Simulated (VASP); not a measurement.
# BN in VASP: single point with PBE+D3(BJ)

Aim: the single point of BN with PBE+D3(BJ).

Program: VASP 6.6.1. These are calculated values, not measurements. Logs are shortened: lines on timing, memory, paths and dates and some standing lists are left out, and cuts for length are marked.

### Step 1. The cell of the first run

The cell holds a slab with vacuum, 4 atoms: a = 2.509 Å, b = 2.509 Å, c = 32.600 Å, α = 90.00°, β = 90.00°, γ = 60.00°.

### Step 2. Single point, PBE+D3(BJ)

INCAR reads:

```
SYSTEM = BN
ALGO = Normal
DIPOL = 0.5 0.5 0.500
EDIFF = 1E-7
ENCUT = 520
GGA = PE
IDIPOL = 3
ISIF = 2
ISMEAR = 0
IVDW = 12
LASPH = .TRUE.
LCHARG = .FALSE.
LDIPOL = .TRUE.
LREAL = .FALSE.
LWAVE = .FALSE.
NBANDS = 16
NELM = 80
PREC = Accurate
SIGMA = 0.02
```

KPOINTS reads:

```
k-points
0
G
  10 10 1
  0 0 0
```

POSCAR reads:

```
BN
1.0
    2.5087542034      0.0014369843      0.0000000000
    1.2531178291      2.1733719020      0.0000000000
    0.0000000000      0.0000000000     32.6000000000
B N
2 2
Direct
    0.4999824924      0.4999824924      0.4486804446
    0.8333158257      0.8333158257      0.5513079870
    0.8333169490      0.8333169490      0.4486480438
    0.1666502885      0.1666502885      0.5513635246
```

Potentials or basis: VASP PAW PBE potentials, release 64 (B, N).

Run with:

```
$ cat potpaw_PBE.64/B/POTCAR potpaw_PBE.64/N/POTCAR > POTCAR
$ mpirun -np 1 vasp_std > vasp.out
```

OUTCAR:

```text
SYSTEM = BN
   EDIFF = 1E-7
   ENCUT = 520
   GGA = PE
   ISIF = 2
   ISMEAR = 0
   IVDW = 12
   LASPH = .TRUE.
   LREAL = .FALSE.
   NELM = 80
   PREC = Accurate
 IVDW          = 12

 ion  position               nearest neighbor table
   1  0.500  0.500  0.449-   3 1.45   3 1.45   3 1.45
   2  0.833  0.833  0.551-   4 1.45   4 1.45   4 1.45
   3  0.833  0.833  0.449-   1 1.45   1 1.45   1 1.45
   4  0.167  0.167  0.551-   2 1.45   2 1.45   2 1.45

  LATTYP: Found a hexagonal cell.
 ALAT       =     2.5087546149
 C/A-ratio  =    12.9944952790

  Lattice vectors:

 A1 = (  -1.2531178291,  -2.1733719020,   0.0000000000)
 A2 = (   2.5087542034,   0.0014369843,   0.0000000000)
 A3 = (   0.0000000000,   0.0000000000,  32.6000000000)

Analysis of symmetry for initial positions (statically):
=====================================================================
 Subroutine PRICEL returns:
 Original cell was already a primitive cell.

 Routine SETGRP: Setting up the symmetry group for a
 hexagonal supercell.

 Subroutine GETGRP returns: Found  6 space group operations
 (whereof  2 operations were pure point group operations)
 out of a pool of 24 trial point group operations.

The static configuration has the point symmetry C_1h.
 The point group associated with its full space group is C_3v.

Analysis of symmetry for dynamics (positions and initial velocities):
=====================================================================
 Subroutine PRICEL returns:
 Original cell was already a primitive cell.

 Routine SETGRP: Setting up the symmetry group for a
 hexagonal supercell.

 Subroutine GETGRP returns: Found  6 space group operations
 (whereof  2 operations were pure point group operations)
 out of a pool of 24 trial point group operations.

The dynamic configuration has the point symmetry C_1h.
 The point group associated with its full space group is C_3v.

 Subroutine INISYM returns: Found  6 space group operations
 (whereof  2 operations are pure point group operations),
 and found     1 'primitive' translations

----------------------------------------------------------------------------------------

                                     Primitive cell

  volume of cell :     177.6914

  direct lattice vectors                    reciprocal lattice vectors
     2.508754203  0.001436984  0.000000000     0.398735900 -0.229902239  0.000000000
     1.253117829  2.173371902  0.000000000    -0.000263635  0.460266540  0.000000000
     0.000000000  0.000000000 32.600000000     0.000000000  0.000000000  0.030674847

  length of vectors
     2.508754615  2.508754615 32.600000000     0.460266616  0.460266616  0.030674847

  position of ions in fractional coordinates (direct lattice)
     0.499982492  0.499982492  0.448680445
     0.833315826  0.833315826  0.551307987
     0.833316949  0.833316949  0.448648044
     0.166650289  0.166650289  0.551363525

  ion indices of the primitive-cell ions
   primitive index   ion index
                 1           1
                 2           2
                 3           3
                 4           4

----------------------------------------------------------------------------------------

 KPOINTS: k-points

Automatic generation of k-mesh.
 Grid dimensions read from file:
 generate k-points for:   10   10    1

 Generating k-lattice:

  Cartesian coordinates                     Fractional coordinates (reciprocal lattice)
     0.039873590 -0.022990224  0.000000000     0.100000000  0.000000000  0.000000000
    -0.000026364  0.046026654  0.000000000     0.000000000  0.100000000  0.000000000
     0.000000000  0.000000000  0.030674847     0.000000000  0.000000000  1.000000000

  Length of vectors
     0.046026662  0.046026662  0.030674847

  Shift w.r.t. Gamma in fractional coordinates (k-lattice)
     0.000000000  0.000000000  0.000000000

 Subroutine IBZKPT returns following result:
 ===========================================

 Found     14 irreducible k-points:

 Following reciprocal coordinates:
            Coordinates               Weight
  0.000000  0.000000  0.000000      1.000000
  0.100000 -0.000000  0.000000      6.000000
  0.200000 -0.000000  0.000000      6.000000
  0.300000  0.000000  0.000000      6.000000
  0.400000 -0.000000  0.000000      6.000000
  0.500000 -0.000000  0.000000      3.000000
  0.200000  0.100000  0.000000      6.000000
  0.300000  0.100000  0.000000     12.000000
  0.400000  0.100000  0.000000     12.000000
  0.500000  0.100000  0.000000     12.000000
  0.400000  0.200000  0.000000      6.000000
  0.500000  0.200000  0.000000     12.000000
 -0.400000  0.200000  0.000000      6.000000
 -0.400000  0.300000  0.000000      6.000000
   k-points           NKPTS =     14   k-points in BZ     NKDIM =     14   number of bands    NBANDS=     16
   number of dos      NEDOS =    301   number of ions     NIONS =      4
   total plane-waves  NPLWV = 100000
   dimension x,y,z NGX =    20 NGY =   20 NGZ =  250
   dimension x,y,z NGXF=    40 NGYF=   40 NGZF=  500
   ions per type =               2   2
   NGX,Y,Z   is equivalent  to a cutoff of  13.25, 13.25, 12.75 a.u.
   NGXF,Y,Z  is equivalent  to a cutoff of  26.51, 26.51, 25.50 a.u.
 SYSTEM =  BN
   PREC   = accura    normal or accurate (medium, high low for compatibility)
   ISTART =      0    job   : 0-new  1-cont  2-samecut
   ICHARG =      2    charge: 1-file 2-atom 10-const
   ISPIN  =      1    spin polarized calculation?
   LNONCOLLINEAR =      F non collinear calculations
   LSORBIT =      F    spin-orbit coupling
   LASPH  =      T    aspherical Exc in radial PAW
   ENCUT  =  520.0 eV  38.22 Ry    6.18 a.u.   4.66  4.66 60.61*2*pi/ulx,y,z
   NELM   =     80;   NELMIN=  2; NELMDL= -5     # of ELM steps
   EDIFF  = 0.1E-06   stopping-criterion for ELM
   LREAL  =      F    real-space projection
   EDIFFG = 0.1E-05   stopping-criterion for IOM
   NSW    =      0    number of steps for IOM
   IBRION =     -1    ionic relax: 0-MD 1-quasi-New 2-CG
   NFREE  =      0    steps in history (QN), initial steepest desc. (CG)
   ISIF   =      2    stress and relaxation
   ISYM   =      2    0-nonsym 1-usesym 2-fastsym
   POTIM  = 0.5000    time-step for ionic-motion
   TEBEG  =    0.0;   TEEND  =   0.0 temperature during run
   PSTRESS=    0.0 pullay stress
   NELECT =      16.0000    total number of electrons
   NUPDOWN=      -1.0000    fix difference up-down
   EMIN   =  10.00;   EMAX   =-10.00  energy-range for DOS
   EFERMI =   0.00;   METHOD = LEGACY
   ISMEAR =     0;   SIGMA  =   0.02  broadening in eV -4-tet -1-fermi 0-gaus
   EFERMI_NEDOS =   21; number of points for ismear=-14 and -15
   IALGO  =     38    algorithm
   IMIX   =      4    mixing-type and parameters
     AMIX     =   0.40;   BMIX     =  1.00
     AMIX_MAG =   1.60;   BMIX_MAG =  1.00
  volume/ion in A,a.u.               =      44.42       299.78
  Fermi-wavevector in a.u.,A,eV,Ry     =   0.733769  1.386622  7.325608  0.538417
  Thomas-Fermi vector in A             =   1.826559
   LORBIT       =      0    0 simple, 1 ext, 2 COOP (PROOUT), +10 PAW based schemes
   GGA     = PE    functional components
   LHFCALC =     F    Hartree Fock is set to
   AEXX    =    0.0000 exact exchange contribution
   IVDW    =    12    specifies the selected vdW correction
   LEPSILON=     F    determine dielectric tensor
   LRPA    =     F    only Hartree local field effects (RPA)
 non-spin polarized calculation
 Gauss-broadening in eV      SIGMA  =   0.02
  energy-cutoff  :      520.00
  volume of cell :      177.69
 maximum number of plane-waves:      4825
   NGX =  9   NGY =  9   NGZ =121

 number of electron      16.0000002 magnetization

 dipolmoment           0.000000      0.000000      0.003360 electrons x Angstroem

 Free energy of the ion-electron system (eV)
  ---------------------------------------------------
  ext. energy  EPLUGINS =         0.00000000
  ---------------------------------------------------
  free energy    TOTEN  =       -35.18115005 eV

  energy without entropy =      -35.18115005  energy(sigma->0) =      -35.18115005

 E-fermi :  -4.1441     XC(G=0):  -2.3358

 val. band max:       -4.2575768707   @ k =  -0.4000   0.3000   0.0000
 cond. band min:       0.3420130556   @ k =   0.5000  -0.0000   0.0000
 fundamental gap:      4.5995899263
 Fermi energy:        -4.1441190711

 k-point     1 :       0.0000    0.0000    0.0000
  band No.  band energies     occupation
      1     -21.9099      2.00000
      2     -21.7372      2.00000
      3      -9.9020      2.00000
      4      -8.8927      2.00000
      5      -5.5826      2.00000
      6      -5.5825      2.00000
[... 8 lines left out ...]
     15       2.9192      0.00000
     16       3.8564      0.00000

 k-point     2 :       0.1000   -0.0000    0.0000
  band No.  band energies     occupation
      1     -21.7173      2.00000
      2     -21.5471      2.00000
      3      -9.6396      2.00000
      4      -8.6444      2.00000
      5      -6.3688      2.00000
      6      -6.2618      2.00000
[... 8 lines left out ...]
     15       3.2288      0.00000
     16       4.1312      0.00000

 k-point     3 :       0.2000   -0.0000    0.0000
  band No.  band energies     occupation
      1     -21.1556      2.00000
      2     -20.9930      2.00000
      3      -8.8735      2.00000
      4      -8.2478      2.00000
      5      -8.1376      2.00000
      6      -7.8937      2.00000
[... 8 lines left out ...]
     15       4.0260      0.00000
     16       4.7542      0.00000
[... 172 lines left out ...]
 k-point    13 :      -0.4000    0.2000    0.0000
  band No.  band energies     occupation
      1     -18.4774      2.00000
      2     -18.3674      2.00000
      3     -12.6574      2.00000
      4     -12.5410      2.00000
      5     -10.1551      2.00000
      6     -10.0421      2.00000
[... 8 lines left out ...]
     15       9.4167      0.00000
     16      10.0667      0.00000

 k-point    14 :      -0.4000    0.3000    0.0000
  band No.  band energies     occupation
      1     -18.3399      2.00000
      2     -18.2303      2.00000
      3     -12.2032      2.00000
      4     -12.0986      2.00000
      5     -11.0631      2.00000
      6     -10.9559      2.00000
[... 8 lines left out ...]
     15       9.9624      0.00000
     16      10.2599      0.00000

------------------------ aborting loop because EDIFF is reached ----------------------------------------

 vacuum level on the upper side and lower side of the slab       (xc-potential included)         0.046        -0.064

 Edisp (eV)   -0.42178

 E8    (eV) :    -0.1301

  FORCE on cell =-STRESS in cart. coord.  units (eV):
  Direction    XX          YY          ZZ          XY          YZ          ZX
  --------------------------------------------------------------------------------------
  -------------------------------------------------------------------------------------
  Total      -0.07089    -0.07089    -0.04011     0.00000     0.00000     0.00000
  in kB      -0.63919    -0.63919    -0.36166     0.00000     0.00000     0.00000
  external pressure =       -0.55 kB  Pullay stress =        0.00 kB

 VOLUME and BASIS-vectors are now :
 -----------------------------------------------------------------------------
  energy-cutoff  :      520.00
  volume of cell :      177.69
      direct lattice vectors                 reciprocal lattice vectors
     2.508754203  0.001436984  0.000000000     0.398735900 -0.229902239  0.000000000
     1.253117829  2.173371902  0.000000000    -0.000263635  0.460266540  0.000000000
     0.000000000  0.000000000 32.600000000     0.000000000  0.000000000  0.030674847

 POSITION                                       TOTAL-FORCE (eV/Angst)
 -----------------------------------------------------------------------------------
      1.88087      1.08737     14.62698         0.000000     -0.000000     -0.001563
      3.13483      1.81230     17.97264         0.000000     -0.000000      0.003092
      3.13483      1.81231     14.62593        -0.000000     -0.000000      0.002638
      0.62692      0.36243     17.97445        -0.000000      0.000000     -0.004167
 -----------------------------------------------------------------------------------
    total drift:                               -0.004458     -0.002577     -0.000031

  FREE ENERGIE OF THE ION-ELECTRON SYSTEM (eV)
  ---------------------------------------------------
  free  energy   TOTEN  =       -35.6029280714 eV

  energy  without entropy=      -35.6029280714  energy(sigma->0) =      -35.60292807

 vacuum level on the upper side and lower side of the slab         1.698         1.586
```

It took 42 s on 1 thread of Intel Xeon 6975P-C (Granite Rapids), shared host; peak memory 0.3 GiB.

What came out:

| Property | Result |
| --- | --- |
| Free energy | -35.6029 eV |
| Largest force | 0.004 eV/Å |
| Band gap on the k mesh | 4.60 eV, indirect (least direct gap 4.80 eV) |
| Dispersion energy per atom | -0.105 eV |

Forces in eV/Å, atoms in the order of the input:
```
B    0.000  0.000 -0.002
B    0.000  0.000  0.003
N    0.000  0.000  0.003
N    0.000  0.000 -0.004
```

Levels at points of the mesh, in eV from the valence-band top:
| k point | band 5 | band 6 | band 7 | band 8 | band 9 | band 10 | band 11 | band 12 |
| --- | --- | --- | --- | --- | --- | --- | --- | --- |
| (0.00, 0.00, 0.00) | -1.33 | -1.32 | -1.22 | -1.22 | 4.87 | 5.36 | 5.92 | 6.20 |
| (0.50, 0.00, 0.00) | -4.11 | -4.00 | -1.01 | -0.69 | 4.60 | 5.15 | 9.75 | 9.84 |
